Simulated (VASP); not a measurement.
# PbS (R3m) in VASP: single point with PBE

Aim: the single point of PbS with PBE.

Program: VASP 6.6.1. These are calculated values, not measurements. Logs are shortened: lines on timing, memory, paths and dates and some standing lists are left out, and cuts for length are marked.

## (1) The cell of the first run

The structure is trigonal, space group R3m (No. 160). The conventional cell has a = 4.344 Å, b = 4.344 Å, c = 9.714 Å, α = 90.00°, β = 90.00°, γ = 120.00°. Pb (site symmetry 3m) has 6 S at 2.91 to 3.06 Å within 3.8 Å. S (site symmetry 3m) has 6 Pb at 2.91 to 3.06 Å within 3.8 Å.

## (2) Single point, PBE (strained and its atoms moved)

Input file INCAR:

```
SYSTEM = PbS
ALGO     = Normal         ! electronic algorithm
EDIFF    = 1E-6           ! SCF threshold, eV
ENCUT    = 520            ! plane-wave cutoff, eV
GGA      = PE             ! functional
ISIF     = 2              ! what is computed and relaxed
ISMEAR   = 0              ! smearing method
LASPH    = .TRUE.         ! aspherical terms in the spheres
LCHARG   = .FALSE.        ! write CHGCAR
LREAL    = .FALSE.        ! projectors in reciprocal space
LWAVE    = .FALSE.        ! write WAVECAR
NBANDS   = 17             ! bands
NELM     = 60             ! most SCF steps
PREC     = Accurate       ! precision mode
SIGMA    = 0.02           ! smearing width, eV
```

Input file KPOINTS:

```
k-points
0
G
  9 9 9
  0 0 0
```

Input file POSCAR:

```
PbS
1.0
    2.1718796134      1.2539352794      3.2380010017
   -2.1718796134      1.2539352794      3.2380010017
    0.0000000000     -2.5078705589      3.2380010017
Pb S
1 1
Direct
    0.9709093078      0.9709093078      0.9709093078
    0.4846920222      0.4846920222      0.4846920222
```

Potentials or basis: VASP PAW PBE potentials, release 64 (Pb_d, S).

Launch:

```bash
cat potpaw_PBE.64/Pb_d/POTCAR potpaw_PBE.64/S/POTCAR > POTCAR
mpirun -np 1 vasp_std > vasp.out
```

OUTCAR:

```text
SYSTEM = PbS
   EDIFF = 1E-6
   ENCUT = 520
   GGA = PE
   ISIF = 2
   ISMEAR = 0
   LASPH = .TRUE.
   LREAL = .FALSE.
   NELM = 60
   PREC = Accurate

 ion  position               nearest neighbor table
   1  0.971  0.971  0.971-   2 2.91   2 2.91   2 2.91   2 3.06   2 3.06   2 3.06
   2  0.485  0.485  0.485-   1 2.91   1 2.91   1 2.91   1 3.06   1 3.06   1 3.06

  LATTYP: Found a trigonal (rhomboedric) cell.
 ALAT       =     4.0956153661
 COS(alpha) =     0.4375768794

  Lattice vectors:

 A1 = (   2.1718796134,   1.2539352794,   3.2380010017)
 A2 = (  -2.1718796134,   1.2539352794,   3.2380010017)
 A3 = (   0.0000000000,  -2.5078705589,   3.2380010017)

Analysis of symmetry for initial positions (statically):
=====================================================================
 Subroutine PRICEL returns:
 Original cell was already a primitive cell.

 Routine SETGRP: Setting up the symmetry group for a
 trigonal (rhombohedral) supercell.

 Subroutine GETGRP returns: Found  6 space group operations
 (whereof  6 operations were pure point group operations)
 out of a pool of 12 trial point group operations.

The static configuration has the point symmetry C_3v.

Analysis of symmetry for dynamics (positions and initial velocities):
=====================================================================
 Subroutine PRICEL returns:
 Original cell was already a primitive cell.

 Routine SETGRP: Setting up the symmetry group for a
 trigonal (rhombohedral) supercell.

 Subroutine GETGRP returns: Found  6 space group operations
 (whereof  6 operations were pure point group operations)
 out of a pool of 12 trial point group operations.

The dynamic configuration has the point symmetry C_3v.

 Subroutine INISYM returns: Found  6 space group operations
 (whereof  6 operations are pure point group operations),
 and found     1 'primitive' translations

----------------------------------------------------------------------------------------

                                     Primitive cell

  volume of cell :      52.9102

  direct lattice vectors                    reciprocal lattice vectors
     2.171879613  1.253935279  3.238001002     0.230215338  0.132914888  0.102944172
    -2.171879613  1.253935279  3.238001002    -0.230215338  0.132914888  0.102944172
     0.000000000 -2.507870559  3.238001002     0.000000000 -0.265829775  0.102944172

  length of vectors
     4.095615366  4.095615366  4.095615366     0.285066610  0.285066610  0.285066610

  position of ions in fractional coordinates (direct lattice)
     0.970909308  0.970909308  0.970909308
     0.484692022  0.484692022  0.484692022

  ion indices of the primitive-cell ions
   primitive index   ion index
                 1           1
                 2           2

----------------------------------------------------------------------------------------

 KPOINTS: k-points

Automatic generation of k-mesh.
 Grid dimensions read from file:
 generate k-points for:    9    9    9

 Generating k-lattice:

  Cartesian coordinates                     Fractional coordinates (reciprocal lattice)
     0.025579482  0.014768321  0.011438241     0.111111111  0.000000000  0.000000000
    -0.025579482  0.014768321  0.011438241     0.000000000  0.111111111  0.000000000
     0.000000000 -0.029536642  0.011438241     0.000000000  0.000000000  0.111111111

  Length of vectors
     0.031674068  0.031674068  0.031674068

  Shift w.r.t. Gamma in fractional coordinates (k-lattice)
     0.000000000  0.000000000  0.000000000

 Subroutine IBZKPT returns following result:
 ===========================================

 Found     85 irreducible k-points:

 Following reciprocal coordinates:
            Coordinates               Weight
  0.000000  0.000000  0.000000      1.000000
  0.111111  0.000000  0.000000      6.000000
  0.222222  0.000000 -0.000000      6.000000
  0.333333  0.000000 -0.000000      6.000000
  0.444444  0.000000 -0.000000      6.000000
  0.111111  0.111111  0.000000      6.000000
[... 16 lines left out ...]
 -0.333333  0.333333  0.000000      6.000000
  0.444444  0.444444  0.000000      6.000000
 [... further k-points ...]
   k-points           NKPTS =     85   k-points in BZ     NKDIM =     85   number of bands    NBANDS=     17
   number of dos      NEDOS =    301   number of ions     NIONS =      2
   total plane-waves  NPLWV =  27000
   dimension x,y,z NGX =    30 NGY =   30 NGZ =   30
   dimension x,y,z NGXF=    60 NGYF=   60 NGZF=   60
   ions per type =               1   1
   NGX,Y,Z   is equivalent  to a cutoff of  12.18, 12.18, 12.18 a.u.
   NGXF,Y,Z  is equivalent  to a cutoff of  24.35, 24.35, 24.35 a.u.
 SYSTEM =  PbS
   PREC   = accura    normal or accurate (medium, high low for compatibility)
   ISTART =      0    job   : 0-new  1-cont  2-samecut
   ICHARG =      2    charge: 1-file 2-atom 10-const
   ISPIN  =      1    spin polarized calculation?
   LNONCOLLINEAR =      F non collinear calculations
   LSORBIT =      F    spin-orbit coupling
   LASPH  =      T    aspherical Exc in radial PAW
   ENCUT  =  520.0 eV  38.22 Ry    6.18 a.u.   7.62  7.62  7.62*2*pi/ulx,y,z
   NELM   =     60;   NELMIN=  2; NELMDL= -5     # of ELM steps
   EDIFF  = 0.1E-05   stopping-criterion for ELM
   LREAL  =      F    real-space projection
   EDIFFG = 0.1E-04   stopping-criterion for IOM
   NSW    =      0    number of steps for IOM
   IBRION =     -1    ionic relax: 0-MD 1-quasi-New 2-CG
   NFREE  =      0    steps in history (QN), initial steepest desc. (CG)
   ISIF   =      2    stress and relaxation
   ISYM   =      2    0-nonsym 1-usesym 2-fastsym
   POTIM  = 0.5000    time-step for ionic-motion
   TEBEG  =    0.0;   TEEND  =   0.0 temperature during run
   PSTRESS=    0.0 pullay stress
   NELECT =      20.0000    total number of electrons
   NUPDOWN=      -1.0000    fix difference up-down
   EMIN   =  10.00;   EMAX   =-10.00  energy-range for DOS
   EFERMI =   0.00;   METHOD = LEGACY
   ISMEAR =     0;   SIGMA  =   0.02  broadening in eV -4-tet -1-fermi 0-gaus
   EFERMI_NEDOS =   21; number of points for ismear=-14 and -15
   IALGO  =     38    algorithm
   IMIX   =      4    mixing-type and parameters
     AMIX     =   0.40;   BMIX     =  1.00
     AMIX_MAG =   1.60;   BMIX_MAG =  1.00
  volume/ion in A,a.u.               =      26.46       178.53
  Fermi-wavevector in a.u.,A,eV,Ry     =   1.183691  2.236852 19.063465  1.401125
  Thomas-Fermi vector in A             =   2.319921
   LORBIT       =      0    0 simple, 1 ext, 2 COOP (PROOUT), +10 PAW based schemes
   GGA     = PE    functional components
   LHFCALC =     F    Hartree Fock is set to
   AEXX    =    0.0000 exact exchange contribution
   IVDW    =     0    specifies the selected vdW correction
   LEPSILON=     F    determine dielectric tensor
   LRPA    =     F    only Hartree local field effects (RPA)
 non-spin polarized calculation
 Gauss-broadening in eV      SIGMA  =   0.02
  energy-cutoff  :      520.00
  volume of cell :       52.91
 maximum number of plane-waves:      1438
   NGX = 15   NGY = 15   NGZ = 15

 number of electron      19.9999999 magnetization

 Free energy of the ion-electron system (eV)
  ---------------------------------------------------
  ext. energy  EPLUGINS =         0.00000000
  ---------------------------------------------------
  free energy    TOTEN  =        -8.72442613 eV

  energy without entropy =       -8.72442613  energy(sigma->0) =       -8.72442613

 E-fermi :   5.6069     XC(G=0):  -9.6207

 val. band max:        5.5004480058   @ k =   0.4444   0.0000  -0.0000
 cond. band min:       5.9472481281   @ k =   0.4444   0.4444   0.4444
 fundamental gap:      0.4468001223
 Fermi energy:         5.6068891666

 k-point     1 :       0.0000    0.0000    0.0000
  band No.  band energies     occupation
      1     -11.1952      2.00000
      2     -11.1952      2.00000
      3     -11.1885      2.00000
      4     -11.1496      2.00000
      5     -11.1496      2.00000
      6      -7.8311      2.00000
[... 9 lines left out ...]
     16      13.3416      0.00000
     17      14.5610      0.00000

 k-point     2 :       0.1111    0.0000    0.0000
  band No.  band energies     occupation
      1     -11.1968      2.00000
      2     -11.1933      2.00000
      3     -11.1850      2.00000
      4     -11.1513      2.00000
      5     -11.1481      2.00000
      6      -7.7305      2.00000
[... 9 lines left out ...]
     16      13.4543      0.00000
     17      15.2479      0.00000

 k-point     3 :       0.2222    0.0000   -0.0000
  band No.  band energies     occupation
      1     -11.2025      2.00000
      2     -11.1939      2.00000
      3     -11.1712      2.00000
      4     -11.1552      2.00000
      5     -11.1426      2.00000
      6      -7.4458      2.00000
[... 9 lines left out ...]
     16      14.0653      0.00000
     17      16.7574      0.00000

 k-point     4 :       0.3333    0.0000   -0.0000
  band No.  band energies     occupation
      1     -11.2107      2.00000
      2     -11.1966      2.00000
      3     -11.1601      2.00000
      4     -11.1533      2.00000
      5     -11.1345      2.00000
      6      -7.0447      2.00000
[... 9 lines left out ...]
     16      15.0526      0.00000
     17      17.5068      0.00000
[... 343 lines left out ...]
      1     -11.2764      2.00000
      2     -11.1941      2.00000
      3     -11.1559      2.00000
      4     -11.1340      2.00000
      5     -11.1260      2.00000
      6      -6.2720      2.00000
[... 9 lines left out ...]
     16      16.9409      0.00000
     17      17.7191      0.00000

 k-point    23 :      -0.3333    0.3333    0.0000
  band No.  band energies     occupation
      1     -11.2570      2.00000
      2     -11.1804      2.00000
      3     -11.1649      2.00000
      4     -11.1403      2.00000
      5     -11.1355      2.00000
      6      -6.3190      2.00000
[... 9 lines left out ...]
     16      16.0755      0.00000
     17      17.4056      0.00000

 k-point    24 :       0.4444    0.4444    0.0000
  band No.  band energies     occupation
      1     -11.3015      2.00000
      2     -11.2087      2.00000
      3     -11.1422      2.00000
      4     -11.1309      2.00000
      5     -11.1148      2.00000
      6      -6.2817      2.00000
[... 9 lines left out ...]
     16      17.1442      0.00000
     17      17.9459      0.00000

 [... further k-points ...]

------------------------ aborting loop because EDIFF is reached ----------------------------------------

  FORCE on cell =-STRESS in cart. coord.  units (eV):
  Direction    XX          YY          ZZ          XY          YZ          ZX
  --------------------------------------------------------------------------------------
  -------------------------------------------------------------------------------------
  Total        0.0944353      0.0944353      1.1168748      0.0000000     -0.0000000      0.0000000
  in kB        2.8596045      2.8596045     33.8201841      0.0000000     -0.0000000      0.0000000
  external PRESSURE =      13.1797977 kB  Pullay stress =       0.0000000 kB

 VOLUME and BASIS-vectors are now :
 -----------------------------------------------------------------------------
  energy-cutoff  :      520.00
  volume of cell :       52.91
      direct lattice vectors                 reciprocal lattice vectors
     2.171879613  1.253935279  3.238001002     0.230215338  0.132914888  0.102944172
    -2.171879613  1.253935279  3.238001002    -0.230215338  0.132914888  0.102944172
     0.000000000 -2.507870559  3.238001002     0.000000000 -0.265829775  0.102944172

 POSITION                                       TOTAL-FORCE (eV/Angst)
 -----------------------------------------------------------------------------------
      0.00000     -0.00000      9.43142         0.000000     -0.000000      0.117911
      0.00000     -0.00000      4.70830         0.000000      0.000000     -0.117911
 -----------------------------------------------------------------------------------
    total drift:                               -0.000000      0.000000      0.000413

  FREE ENERGIE OF THE ION-ELECTRON SYSTEM (eV)
  ---------------------------------------------------
  free  energy   TOTEN  =        -8.7244261348 eV

  energy  without entropy=       -8.7244261348  energy(sigma->0) =       -8.72442613
```

It took 2.1 min on 1 thread of AMD EPYC 7R43 (Zen 3), shared host; peak memory 0.17 GiB.

Results:

```
Free energy   : -8.7244 eV
Pressure      : 1.3 GPa
Largest force : 0.118 eV/Å
```

Forces in eV/Å, atoms in the order of the input:
```
Pb   0.000  0.000  0.118
S    0.000  0.000 -0.118
```

Stress tensor (GPa, compression positive):
```
0.29 0.00 0.00
0.00 0.29 0.00
0.00 0.00 3.38
```

Caveat: the cell differs from its parent crystal (strained and its atoms moved); this odd mesh misses L, so gap, dielectric constants and Born charges aren't listed; spin-orbit coupling is left out, which moves the levels of the heavy elements.
